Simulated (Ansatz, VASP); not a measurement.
## One calculation of Sb, two programs

```
CELL_PARAMETERS angstrom
0.00000 2.33919 2.33919
2.33919 0.00000 2.33919
2.33919 2.33919 0.00000
ATOMIC_POSITIONS crystal
Sb 0.00000 0.00000 0.00000
```

Alike in both runs: task single point; functional HSE06; k mesh 6 × 6 × 6; occupations fermi-dirac, width 0.05 eV; no spin polarisation.

```csv
,VASP,Ansatz
version,VASP 6.6.1,Ansatz 0.2.0
potentials or method,"VASP PAW PBE potentials, release 64 (Sb)",Ansatz PAW
plane-wave cutoff (eV),520,420
valence electrons in the cell,5,15
```

|  | VASP | Ansatz | Ansatz less VASP |
| --- | --- | --- | --- |
| gap on the k mesh at the Fermi level (eV) | none | none | - |
| pressure (GPa) | 1.5 | 2.6 | +1.15 |

A gap of «none» marks a metal or a gap that the smearing closes. VASP's potentials hold 5 valence electrons a cell and Ansatz's 15, so a difference there can come from the potentials and not from the codes.

The k mesh is coarse, so the values compare programs but aren't converged. Spin-orbit coupling is off throughout.
